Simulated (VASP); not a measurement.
Wanted: the native input for a VASP 6.6.1 run.

```
Task                   : single point
Functional             : LDA
Potentials or basis    : VASP PAW LDA potentials, release 64 (Ti_sv, Al)
Cutoff                 : 520 eV
k mesh                 : 10 × 8 × 8
Occupations            : gaussian, width 0.15 eV
Spin                   : no spin polarisation
Dipole correction      : no
Further INCAR settings : ALGO = Fast; EDIFF = 1e-06; NBANDS = 31
```

The structure of TiAl3 lies in POSCAR:

```
TiAl3
1.0
   -3.9105245017      0.0000000000      0.0000000000
    0.0000000000      3.9105245017      3.9105245017
    0.0000000000      3.9105245017     -3.9105245017
Ti Al
2 6
Direct
    0.0000000000      0.4966500657      0.4966500657
    0.0000000000      0.0033499343      0.0033499343
    0.5000000000      0.7269851845      0.7730148155
    0.5000000000      0.2730148155      0.2269851845
    0.5000000000      0.7269851845      0.2269851845
    0.5000000000      0.2730148155      0.7730148155
    0.0000000000      0.5022556762     -0.0022556762
    0.0000000000     -0.0022556762      0.5022556762
```

This cell differs from its parent crystal: atoms displaced along a vibrational mode.

One way to write it, as run:

INCAR

```
PREC = Accurate ; ENCUT = 520
EDIFF = 1E-6 ; ISMEAR = 0
SIGMA = 0.15 ; LREAL = F
LASPH = T ; NELM = 100
ALGO = Fast ; ISIF = 2
LWAVE = F ; LCHARG = F
NBANDS = 31
```

KPOINTS

```
regular mesh
0
Gamma
  10 8 8
```

Potentials or basis: VASP PAW LDA potentials, release 64 (Ti_sv, Al).

Launch:

```sh
$ cat potpaw_LDA.64/Ti_sv/POTCAR potpaw_LDA.64/Al/POTCAR > POTCAR
$ mpirun -np 1 vasp_std > vasp.out
```

Results of the run:

* Pressure: 2.7 GPa
* Largest force: 1.845 eV/Å
* Band gap on the k mesh: zero (bands 21 and 22 overlap by 0.54 eV)

Caveat: the cell differs from its parent crystal (atoms displaced along a vibrational mode); forces of over 1 eV/Å act on the atoms, so gaps and moduli don't describe the material at rest.

Wall time 9.9 min on 1 thread of Intel(R) Xeon(R) 6975P-C (Granite Rapids), with other jobs on the host, peak memory 0.46 GiB.
